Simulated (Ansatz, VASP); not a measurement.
This is a calculation of Cd for Ansatz 0.2.0.

Contents of input.yaml:

```yaml
crystal:
  lattice:
    - [2.97887, 0.0, 0.0]
    - [-1.489435, 2.5797770946, 0.0]
    - [0.0, 0.0, 5.61765]
  atoms:
    - { symbol: Cd, position: [0.6666666667, 0.3333333333, 0.75] }
    - { symbol: Cd, position: [0.3333333333, 0.6666666667, 0.25] }
kpoints:
  mp_grid: { grid: [7, 7, 4] }
scf:
  occupations: { method: fermi_dirac, width: 0.03 }
hamiltonian:
  xc: pbe
  pseudopotentials: { kind: all_electron, lapw: { basis_error: 0.003 } }
output:
  forces: true
  stress: true
  eigenvalues: true
```

Potentials or basis: all-electron LAPW, scalar-relativistic.

The run is started by

```bash
$ ansatz run input.yaml --threads 1 --pin off --max-ram 2560MiB --backend cpu --events-out ev --progress --plain --runs-dir out
```

Problem. Set up the same calculation for VASP 6.6.1. Potentials there: VASP PAW PBE potentials, release 64 (Cd).

Solution. As run (the cutoff follows the program's own potentials):

INCAR

```
PREC = Accurate
ENCUT = 520
EDIFF = 1E-6
ISMEAR = -1
SIGMA = 0.03
LREAL = F
LASPH = T
NELM = 80
ALGO = Fast
ISIF = 2
LWAVE = F
LCHARG = T
GGA = PE
LELF = T
LVHAR = T
NBANDS = 19
```

File KPOINTS:

```
Automatic mesh
0
Gamma
  7 7 4
```

POSCAR

```
Cd
1.0
    2.9788700000      0.0000000000      0.0000000000
   -1.4894350000      2.5797770946      0.0000000000
    0.0000000000      0.0000000000      5.6176500000
Cd
2
Direct
    0.6666666667      0.3333333333      0.7500000000
    0.3333333333      0.6666666667      0.2500000000
```

Potentials or basis: VASP PAW PBE potentials, release 64 (Cd).

Launch:

```sh
$ cat potpaw_PBE.64/Cd/POTCAR > POTCAR
$ mpirun -np 1 vasp_std > vasp.out
```

Both were run:

|  | VASP | Ansatz | Ansatz less VASP |
| --- | --- | --- | --- |
| gap on the k mesh at the Fermi level (eV) | none | none | - |
| pressure (GPa) | 3.0 | 2.6 | -0.36 |
| traceless stress, the component that is largest in VASP (GPa) | -1.35 | -1.20 | +0.155 |

A gap of «none» marks a metal or a gap that the smearing closes. Ansatz ran all-electron here, and VASP with PAW potentials.

Noted on Ansatz's run: the k mesh is thin for a metal, which can move the energy by tens of meV per atom.
